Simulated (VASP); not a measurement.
Write the native input for VASP 6.6.1 that does the following.

- Task: relaxation of the atoms
- Functional: r2SCAN
- Potentials or basis: VASP PAW PBE potentials, release 64 (Ga_d, As)
- Cutoff: 520 eV
- k mesh: 8 × 8 × 8
- Occupations: fermi-dirac, width 0.02 eV
- Spin: no spin polarisation
- Dipole correction: no
- Further INCAR settings: ALGO = Normal; EDIFF = 1e-06; IBRION = 2; EDIFFG = -0.01; NSW = 50

GaAs:

```
CELL_PARAMETERS angstrom
0.00000 2.88820 2.88820
2.88820 0.00000 2.88820
2.88820 2.88820 0.00000
ATOMIC_POSITIONS crystal
Ga 0.00000 0.00000 0.00000
As 0.25000 0.25000 0.25000
```

The input as run:

POSCAR

```
GaAs
1.0
    0.0000000000      2.8881974500      2.8881974500
    2.8881974500      0.0000000000      2.8881974500
    2.8881974500      2.8881974500      0.0000000000
Ga As
1 1
Direct
    0.0000000000      0.0000000000      0.0000000000
    0.2500000000      0.2500000000      0.2500000000
```

INCAR.step1

```
PREC     = Accurate       # precision mode
ENCUT    = 520            # plane-wave cutoff, eV
ISMEAR   = -1             # smearing method
SIGMA    = 0.02           # smearing width, eV
LREAL    = False          # projectors in reciprocal space
LASPH    = True           # aspherical terms in the spheres
NELM     = 100            # most SCF steps
GGA      = PE             # functional
ALGO     = Normal         # electronic algorithm
EDIFF    = 1E-4           # SCF threshold, eV
LWAVE    = True           # write WAVECAR
LCHARG   = False          # write CHGCAR
```

INCAR.step2

```
PREC     = Accurate       # precision mode
ENCUT    = 520            # plane-wave cutoff, eV
EDIFF    = 1E-6           # SCF threshold, eV
ISMEAR   = -1             # smearing method
SIGMA    = 0.02           # smearing width, eV
LREAL    = False          # projectors in reciprocal space
LASPH    = True           # aspherical terms in the spheres
NELM     = 100            # most SCF steps
ALGO     = Normal         # electronic algorithm
ISIF     = 2              # what is computed and relaxed
LWAVE    = False          # write WAVECAR
LCHARG   = False          # write CHGCAR
METAGGA  = R2SCAN         # meta-GGA
LMIXTAU  = True         
IBRION   = 2              # ionic algorithm
NSW      = 50             # ionic steps
EDIFFG   = -0.01          # ionic threshold
ISTART   = 1
```

KPOINTS

```
regular mesh
0
Gamma
  8 8 8
```

Potentials or basis: VASP PAW PBE potentials, release 64 (Ga_d, As).

The run is started by

```bash
$ cat potpaw_PBE.64/Ga_d/POTCAR potpaw_PBE.64/As/POTCAR > POTCAR
$ cp INCAR.step1 INCAR
$ mpirun -np 1 vasp_std > vasp.out
$ cp INCAR.step2 INCAR
$ mpirun -np 1 vasp_std > vasp.out
```

Results of the run:

```
Pressure after relaxing : -3.6 GPa
Band gap on the k mesh  : 0.49 eV
```

Caveat: the relaxation stopped at its first step, so nothing moved; semilocal functionals underestimate gaps, and a narrow one can read as zero; the PAW data sets were made with another functional, which shifts forces and pressure a little.

Run time: 2.2 min on 1 thread of AMD EPYC 7R13, on a shared host, peak memory 0.18 GiB.
